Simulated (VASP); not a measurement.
Ni:

```xyz
1
Lattice="0.0000 1.7673 1.7673 1.7673 0.0000 1.7673 1.7673 1.7673 0.0000" Properties=species:S:1:pos:R:3 pbc="T T T"
Ni    0.0000    0.0000    0.0000
```

Base run:

```yaml
Program: VASP 6.6.1
Functional: LDA
Potentials_or_basis: VASP PAW LDA potentials, release 64 (Ni)
Cutoff: 520 eV
k_mesh: 15 × 15 × 15
Occupations: fermi-dirac, width 0.1 eV
Spin: collinear spin, ferromagnetic start
Starting_moments: "[1.41] μB"
Fixed_moment: 1.41 μB
```

Its results: pressure -9.1 GPa; site moments Ni +1.35 μB.

Q: After a change of settings the same cell gave: pressure -4.1 GPa; site moments Ni +1.56 μB. Which change was it?
A. fixed moment from 1.41 μB to 0.94 μB; moments at the start from [1.41] to [0.94]
B. fixed moment from 1.41 μB to 0.23 μB; moments at the start from [1.41] to [0.23]
C. fixed moment from 1.41 μB to 0.47 μB; moments at the start from [1.41] to [0.47]
D. fixed moment from 1.41 μB to 1.64 μB; moments at the start from [1.41] to [1.64]

A: D.

Caveats: the cell stands under tension; the total moment is fixed, so each spin has its own Fermi level.
